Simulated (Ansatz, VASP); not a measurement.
## Two plane-wave programs on Sb2W

The input INCAR:

```
  PREC = Accurate
  ENCUT = 520
  EDIFF = 1E-6
  ISMEAR = -4
  SIGMA = 0.1
  LREAL = False
  LASPH = True
  NELM = 80
  ALGO = Normal
  ISIF = 2
  LWAVE = False
  LCHARG = True
  GGA = RP
  LELF = True
  LVHAR = True
  NBANDS = 19
```

The input KPOINTS:

```
regular mesh
0
Gamma
  12 12 6
```

Contents of POSCAR:

```
Sb2W
1.0
    3.4649380352      0.0000000000      0.0000000000
   -1.7324690176      3.0007243611      0.0000000000
    0.0000000000      0.0000000000      6.7174239015
W Sb
1 2
Direct
    0.0000000000      0.0000000000      0.0000000000
    0.3333333333      0.6666666667      0.2847523219
    0.6666666667      0.3333333333      0.7152476781
```

Input for Ansatz:

```yaml
crystal:
  lattice:
    - [3.464938035245, 0.0, 0.0]
    - [-1.732469017622, 3.000724361061, 0.0]
    - [0.0, 0.0, 6.7174239015]
  atoms:
    - { symbol: W, position: [0.0, 0.0, 0.0] }
    - { symbol: Sb, position: [0.3333333333333, 0.6666666666667, 0.2847523219] }
    - { symbol: Sb, position: [0.6666666666667, 0.3333333333333, 0.7152476781] }
basis:
  ecutwfc: 420
  ecutrho_ratio: 4
kpoints:
  mp_grid: { grid: [12, 12, 6] }
hamiltonian:
  xc: rpbe
scf:
  occupations: { method: tetrahedron_uncorrected }
output:
  forces: true
  stress: true
```

Alike in both runs: task single point; functional RPBE; k mesh 12 × 12 × 6; no spin polarisation.

|  | VASP | Ansatz |
| --- | --- | --- |
| version | VASP 6.6.1 | Ansatz 0.2.0 |
| potentials or method | VASP PAW PBE potentials, release 64 (W_sv, Sb), cutoff 520 eV | scalar-relativistic, plane waves, PAW |
| occupations | tetrahedron | tetrahedron-uncorrected |
| valence electrons in the cell | 24 | 44 |

Ansatz gave:

| Item | Value |
| --- | --- |
| gap on the k mesh at the Fermi level (eV) | none |
| pressure (GPa) | 2.0 |
| traceless stress, the component that is largest in VASP (GPa) | 0.08 |
| rms of the force components (eV/Å) | 0.044 |

Which values does VASP return?

gap on the k mesh at the Fermi level (eV): none; pressure (GPa): 1.8; traceless stress, the component that is largest in VASP (GPa): 0.05; rms of the force components (eV/Å): 0.046.

VASP's potentials were made for PBE, not for RPBE. Atom by atom the forces differ by 0.002 eV/Å (rms over components). A gap of «none» marks a metal or a gap that the smearing closes. VASP's potentials hold 24 valence electrons a cell and Ansatz's 44, so a difference there can come from the potentials and not from the codes. Ansatz's warnings: band table not solved further.

Neither program's run includes spin-orbit coupling.
